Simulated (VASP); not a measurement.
# Si (Fd-3m) in VASP: electric field gradients with LDA

Aim: the electric field gradients of Si with LDA.

Program: VASP 6.6.1. These are calculated values, not measurements. Logs are shortened: lines on timing, memory, paths and dates and some standing lists are left out, and cuts for length are marked.

### 1 The cell of the first run

The structure is cubic, space group Fd-3m (No. 227). The conventional cell has a = 5.431 Å, b = 5.431 Å, c = 5.431 Å, α = 90.00°, β = 90.00°, γ = 90.00°. Si (site symmetry -43m) has 4 Si at 2.35 Å within 3.1 Å.

### 2 Electric field gradients, LDA

Input file INCAR:

```
PREC = Accurate
ENCUT = 400
EDIFF = 1E-8
ISMEAR = -1
SIGMA = 0.02
LREAL = False
LASPH = True
NELM = 120
ALGO = Normal
ISIF = 2
LWAVE = False
LCHARG = False
GGA = CA
LEFG = True
NBANDS = 11
GGA_COMPAT = False
```

Input file KPOINTS:

```
regular mesh
0
Gamma
  14 14 14
```

Input file POSCAR:

```
Si
1.0
    0.0000000000      2.7153500000      2.7153500000
    2.7153500000      0.0000000000      2.7153500000
    2.7153500000      2.7153500000      0.0000000000
Si
2
Direct
    0.0000000000      0.0000000000      0.0000000000
    0.2500000000      0.2500000000      0.2500000000
```

Potentials or basis: VASP PAW LDA potentials, release 64 (Si).

The run is started by

```console
cat potpaw_LDA.64/Si/POTCAR > POTCAR
mpirun -np 1 vasp_std > vasp.out
```

OUTCAR:

```text
PREC = Accurate
   ENCUT = 400
   EDIFF = 1E-8
   ISMEAR = -1
   LREAL = False
   LASPH = True
   NELM = 120
   ISIF = 2
   GGA = CA

 ion  position               nearest neighbor table
   1  0.000  0.000  0.000-   2 2.35   2 2.35   2 2.35   2 2.35
   2  0.250  0.250  0.250-   1 2.35   1 2.35   1 2.35   1 2.35

  LATTYP: Found a face centered cubic cell.
 ALAT       =     5.4307000000

  Lattice vectors:

 A1 = (   0.0000000000,   2.7153500000,   2.7153500000)
 A2 = (   2.7153500000,   0.0000000000,   2.7153500000)
 A3 = (   2.7153500000,   2.7153500000,   0.0000000000)

Analysis of symmetry for initial positions (statically):
=====================================================================
 Subroutine PRICEL returns:
 Original cell was already a primitive cell.

 Routine SETGRP: Setting up the symmetry group for a
 face centered cubic supercell.

 Subroutine GETGRP returns: Found 48 space group operations
 (whereof 24 operations were pure point group operations)
 out of a pool of 48 trial point group operations.

The static configuration has the point symmetry T_d .
 The point group associated with its full space group is O_h .

Analysis of symmetry for dynamics (positions and initial velocities):
=====================================================================
 Subroutine PRICEL returns:
 Original cell was already a primitive cell.

 Routine SETGRP: Setting up the symmetry group for a
 face centered cubic supercell.

 Subroutine GETGRP returns: Found 48 space group operations
 (whereof 24 operations were pure point group operations)
 out of a pool of 48 trial point group operations.

The dynamic configuration has the point symmetry T_d .
 The point group associated with its full space group is O_h .

 Subroutine INISYM returns: Found 48 space group operations
 (whereof 24 operations are pure point group operations),
 and found     1 'primitive' translations

----------------------------------------------------------------------------------------

                                     Primitive cell

  volume of cell :      40.0412

  direct lattice vectors                    reciprocal lattice vectors
     0.000000000  2.715350000  2.715350000    -0.184138325  0.184138325  0.184138325
     2.715350000  0.000000000  2.715350000     0.184138325 -0.184138325  0.184138325
     2.715350000  2.715350000  0.000000000     0.184138325  0.184138325 -0.184138325

  length of vectors
     3.840084797  3.840084797  3.840084797     0.318936934  0.318936934  0.318936934

  position of ions in fractional coordinates (direct lattice)
     0.000000000  0.000000000  0.000000000
     0.250000000  0.250000000  0.250000000

  ion indices of the primitive-cell ions
   primitive index   ion index
                 1           1
                 2           2

----------------------------------------------------------------------------------------

 KPOINTS: regular mesh

Automatic generation of k-mesh.
 Grid dimensions read from file:
 generate k-points for:   14   14   14

 Generating k-lattice:

  Cartesian coordinates                     Fractional coordinates (reciprocal lattice)
    -0.013152737  0.013152737  0.013152737     0.071428571  0.000000000  0.000000000
     0.013152737 -0.013152737  0.013152737     0.000000000  0.071428571  0.000000000
     0.013152737  0.013152737 -0.013152737     0.000000000  0.000000000  0.071428571

  Length of vectors
     0.022781210  0.022781210  0.022781210

  Shift w.r.t. Gamma in fractional coordinates (k-lattice)
     0.000000000  0.000000000  0.000000000

 Subroutine IBZKPT returns following result:
 ===========================================

 Found    104 irreducible k-points:

 Following reciprocal coordinates:
            Coordinates               Weight
  0.000000  0.000000  0.000000      1.000000
  0.071429  0.000000  0.000000      8.000000
  0.142857  0.000000  0.000000      8.000000
  0.214286  0.000000  0.000000      8.000000
  0.285714  0.000000  0.000000      8.000000
  0.357143  0.000000  0.000000      8.000000
[... 16 lines left out ...]
  0.214286  0.142857  0.000000     24.000000
  0.285714  0.142857  0.000000     24.000000
 [... further k-points ...]
   k-points           NKPTS =    104   k-points in BZ     NKDIM =    104   number of bands    NBANDS=     11
   number of dos      NEDOS =    301   number of ions     NIONS =      2
   total plane-waves  NPLWV =  21952
   dimension x,y,z NGX =    28 NGY =   28 NGZ =   28
   dimension x,y,z NGXF=    56 NGYF=   56 NGZF=   56
   ions per type =               2
   NGX,Y,Z   is equivalent  to a cutoff of  12.12, 12.12, 12.12 a.u.
   NGXF,Y,Z  is equivalent  to a cutoff of  24.24, 24.24, 24.24 a.u.
 SYSTEM =  unknown system
   PREC   = accura    normal or accurate (medium, high low for compatibility)
   ISTART =      0    job   : 0-new  1-cont  2-samecut
   ICHARG =      2    charge: 1-file 2-atom 10-const
   ISPIN  =      1    spin polarized calculation?
   LNONCOLLINEAR =      F non collinear calculations
   LSORBIT =      F    spin-orbit coupling
   LASPH  =      T    aspherical Exc in radial PAW
   ENCUT  =  400.0 eV  29.40 Ry    5.42 a.u.   6.26  6.26  6.26*2*pi/ulx,y,z
   NELM   =    120;   NELMIN=  2; NELMDL= -5     # of ELM steps
   EDIFF  = 0.1E-07   stopping-criterion for ELM
   LREAL  =      F    real-space projection
   EDIFFG = 0.1E-06   stopping-criterion for IOM
   NSW    =      0    number of steps for IOM
   IBRION =     -1    ionic relax: 0-MD 1-quasi-New 2-CG
   NFREE  =      0    steps in history (QN), initial steepest desc. (CG)
   ISIF   =      2    stress and relaxation
   ISYM   =      2    0-nonsym 1-usesym 2-fastsym
   POTIM  = 0.5000    time-step for ionic-motion
   TEBEG  =    0.0;   TEEND  =   0.0 temperature during run
   PSTRESS=    0.0 pullay stress
   NELECT =       8.0000    total number of electrons
   NUPDOWN=      -1.0000    fix difference up-down
   EMIN   =  10.00;   EMAX   =-10.00  energy-range for DOS
   EFERMI =   0.00;   METHOD = LEGACY
   ISMEAR =    -1;   SIGMA  =   0.02  broadening in eV -4-tet -1-fermi 0-gaus
   EFERMI_NEDOS =   21; number of points for ismear=-14 and -15
   IALGO  =     38    algorithm
   IMIX   =      4    mixing-type and parameters
     AMIX     =   0.40;   BMIX     =  1.00
     AMIX_MAG =   1.60;   BMIX_MAG =  1.00
  volume/ion in A,a.u.               =      20.02       135.11
  Fermi-wavevector in a.u.,A,eV,Ry     =   0.957052  1.808567 12.462245  0.915949
  Thomas-Fermi vector in A             =   2.086036
   LORBIT       =      0    0 simple, 1 ext, 2 COOP (PROOUT), +10 PAW based schemes
   GGA     = CA    functional components
   LHFCALC =     F    Hartree Fock is set to
   AEXX    =    0.0000 exact exchange contribution
   IVDW    =     0    specifies the selected vdW correction
   LEPSILON=     F    determine dielectric tensor
   LRPA    =     F    only Hartree local field effects (RPA)
 non-spin polarized calculation
  energy-cutoff  :      400.00
  volume of cell :       40.04
 maximum number of plane-waves:       748
 NGX is ok and might be reduce to    28
   NGX = 13   NGY = 13   NGZ = 13

 number of electron       8.0000001 magnetization

 Free energy of the ion-electron system (eV)
  ---------------------------------------------------
  ext. energy  EPLUGINS =         0.00000000
  ---------------------------------------------------
  free energy    TOTEN  =       -11.91671557 eV

  energy without entropy =      -11.91671556  energy(sigma->0) =      -11.91671557

 E-fermi :   5.9984     XC(G=0):  -9.6058

 val. band max:        5.7697314069   @ k =   0.0000   0.0000   0.0000
 cond. band min:       6.2396064272   @ k =   0.4286   0.4286   0.0000
 fundamental gap:      0.4698750203
 Fermi energy:         5.9984112155

 k-point     1 :       0.0000    0.0000    0.0000
  band No.  band energies     occupation
      1      -6.1875      2.00000
      2       5.7697      1.99998
      3       5.7697      1.99998
      4       5.7697      1.99998
      5       8.2941      0.00000
      6       8.2941      0.00000
      7       8.2941      0.00000
      8       8.9786      0.00000
      9      13.4472      0.00000
     10      13.4997      0.00000
     11      13.4997      0.00000

 k-point     2 :       0.0714    0.0000    0.0000
  band No.  band energies     occupation
      1      -6.1206      2.00000
      2       5.0950      2.00000
      3       5.6609      2.00000
      4       5.6609      2.00000
      5       8.3329      0.00000
      6       8.4535      0.00000
      7       8.4535      0.00000
      8       9.4910      0.00000
      9      13.2802      0.00000
     10      13.2802      0.00000
     11      13.7424      0.00000

 k-point     3 :       0.1429    0.0000    0.0000
  band No.  band energies     occupation
      1      -5.9213      2.00000
      2       3.8238      2.00000
      3       5.4119      2.00000
      4       5.4119      2.00000
      5       8.1259      0.00000
      6       8.8152      0.00000
      7       8.8152      0.00000
      8      10.6645      0.00000
      9      12.9144      0.00000
     10      12.9144      0.00000
     11      14.4296      0.00000

 k-point     4 :       0.2143    0.0000    0.0000
  band No.  band energies     occupation
      1      -5.5949      2.00000
      2       2.4795      2.00000
      3       5.1369      2.00000
      4       5.1369      2.00000
      5       7.8372      0.00000
      6       9.1444      0.00000
      7       9.1444      0.00000
      8      11.9301      0.00000
      9      12.8078      0.00000
     10      12.8078      0.00000
     11      14.6640      0.00000
[... 239 lines left out ...]
 k-point    22 :       0.1429    0.1429    0.0000
  band No.  band energies     occupation
      1      -5.8313      2.00000
      2       4.1249      2.00000
      3       4.7936      2.00000
      4       4.7936      2.00000
      5       7.5837      0.00000
      6       9.6988      0.00000
      7       9.6988      0.00000
      8      10.0815      0.00000
      9      12.1655      0.00000
     10      13.8945      0.00000
     11      14.8488      0.00000

 k-point    23 :       0.2143    0.1429    0.0000
  band No.  band energies     occupation
      1      -5.5893      2.00000
      2       3.1753      2.00000
      3       4.4861      2.00000
      4       4.5397      2.00000
      5       7.5585      0.00000
      6       9.6584      0.00000
      7      10.1997      0.00000
      8      10.2934      0.00000
      9      12.6625      0.00000
     10      14.0031      0.00000
     11      15.5441      0.00000

 k-point    24 :       0.2857    0.1429    0.0000
  band No.  band energies     occupation
      1      -5.2237      2.00000
      2       2.0002      2.00000
      3       4.2027      2.00000
      4       4.2518      2.00000
      5       7.7718      0.00000
      6       9.6059      0.00000
      7      10.2489      0.00000
      8      10.4773      0.00000
      9      13.8258      0.00000
     10      14.2591      0.00000
     11      15.7870      0.00000

 [... further k-points ...]
[... 5 lines left out ...]
  --------------------------------------------------------------------------------------
  -------------------------------------------------------------------------------------
  Total       -0.3619385     -0.3619385     -0.3619385      0.0000000      0.0000000      0.0000000
  in kB      -14.4823134    -14.4823134    -14.4823134      0.0000000      0.0000000      0.0000000
  external PRESSURE =     -14.4823134 kB  Pullay stress =       0.0000000 kB

 VOLUME and BASIS-vectors are now :
 -----------------------------------------------------------------------------
  energy-cutoff  :      400.00
  volume of cell :       40.04
      direct lattice vectors                 reciprocal lattice vectors
     0.000000000  2.715350000  2.715350000    -0.184138325  0.184138325  0.184138325
     2.715350000  0.000000000  2.715350000     0.184138325 -0.184138325  0.184138325
     2.715350000  2.715350000  0.000000000     0.184138325  0.184138325 -0.184138325

 POSITION                                       TOTAL-FORCE (eV/Angst)
 -----------------------------------------------------------------------------------
      0.00000      0.00000      0.00000         0.000000      0.000000      0.000000
      1.35767      1.35767      1.35767        -0.000000     -0.000000     -0.000000
 -----------------------------------------------------------------------------------
    total drift:                                0.000000      0.000000     -0.000000

  FREE ENERGIE OF THE ION-ELECTRON SYSTEM (eV)
  ---------------------------------------------------
  free  energy   TOTEN  =       -11.9167155747 eV

  energy  without entropy=      -11.9167155614  energy(sigma->0) =      -11.91671557

 Electric field gradients (V/A^2)
---------------------------------------------------------------------
 ion       V_xx      V_yy      V_zz      V_xy      V_xz      V_yz
---------------------------------------------------------------------
   1      -0.000     0.000    -0.000    -0.000    -0.000    -0.000
   2      -0.000    -0.000     0.000    -0.000    -0.000    -0.000
---------------------------------------------------------------------

 Electric field gradients after diagonalization (V/A^2)
 (convention: |V_zz| > |V_xx| > |V_yy|)
----------------------------------------------------------------------
 ion       V_xx      V_yy      V_zz     asymmetry (V_yy - V_xx)/ V_zz
----------------------------------------------------------------------
   1       0.000     0.000    -0.000       0.000
   2       0.000     0.000    -0.000       0.000
----------------------------------------------------------------------

           NMR quadrupolar parameters

 Cq : quadrupolar parameter    Cq=e*Q*V_zz/h
 eta: asymmetry parameters     (V_yy - V_xx)/ V_zz
 Q  : nuclear electric quadrupole moment in mb (millibarn)
----------------------------------------------------------------------
 ion       Cq(MHz)       eta       Q (mb)
----------------------------------------------------------------------
   1      -0.000       0.000       1.000
   2      -0.000       0.000       1.000
----------------------------------------------------------------------
```

Wall time 16 s (1 thread of Intel Xeon 6975P-C (Granite Rapids), shared host); peak memory 0.14 GiB.

Results:

```
Free energy                             : -11.9167 eV
Pressure                                : -1.4 GPa
Band gap on the k mesh                  : 0.47 eV (least direct gap 2.52 eV)
Largest electric field gradient by atom : zero within the noise of the run
```

A k mesh can miss the band edges.
